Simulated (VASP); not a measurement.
**Rh: relaxation of cell and atoms with PBE**

Rh:

```xyz
1
Lattice="-1.5201 1.5201 1.5201 1.5201 -1.5201 1.5201 1.5201 1.5201 -1.5201" Properties=species:S:1:pos:R:3 pbc="T T T"
Rh    0.0000    0.0000    0.0000
```

```json
{"Program": "VASP 6.6.1", "Task": "relaxation of cell and atoms", "Functional": "PBE", "Potentials or basis": "VASP PAW PBE potentials, release 64 (Rh_pv)", "Cutoff": "600 eV", "k mesh": "17 × 17 × 17", "Occupations": "fermi-dirac, width 0.1 eV", "Spin": "no spin polarisation", "Dipole correction": "no", "Further INCAR settings": "ALGO = Normal; EDIFF = 1e-07; IBRION = 2; EDIFFG = -0.005; NSW = 60; ISIF = 3"}
```

```json
{
  "Relaxed volume": "14.49 Å³/atom",
  "Relaxed cell": "a = 2.660 Å, b = 2.660 Å, c = 2.660 Å, α = 109.47°, β = 109.47°, γ = 109.47°",
  "Space group after relaxing (to 0.05 Å)": "Im-3m (No. 229)",
  "Energy gained by relaxing": "10.1 meV/atom",
  "Ionic steps": "4",
  "Pressure after relaxing": "0.0 GPa"
}
```

The path:
| step | energy change (eV) | largest force (eV/Å) | pressure (GPa) | volume (Å³) |
| --- | --- | --- | --- | --- |
| 1 | 0.0000 | 0.0000 | 7.69 | 14.05 |
| 2 | 0.0318 | 0.0000 | -12.78 | 15.47 |
| 3 | -0.0101 | 0.0000 | -0.15 | 14.50 |
| 4 | -0.0101 | 0.0000 | -0.01 | 14.49 |

Final structure:
```yaml
crystal:
  lattice:
    - [-1.53570, 1.53570, 1.53570]
    - [1.53570, -1.53570, 1.53570]
    - [1.53570, 1.53570, -1.53570]
  atoms:
    - { symbol: Rh, position: [0.00000, 0.00000, 0.00000] }
```

Levels at points of the mesh, in eV from the Fermi level:
```csv
k point,band 4,band 5,band 6,band 7,band 8,band 9,band 10,band 11
"(0.00, 0.00, 0.00)",-7.42,-2.75,-2.75,-2.75,-0.43,-0.43,18.42,18.42
```

It took 100 s on 1 thread of Intel Xeon 8259CL, on a shared host, peak memory 0.17 GiB.
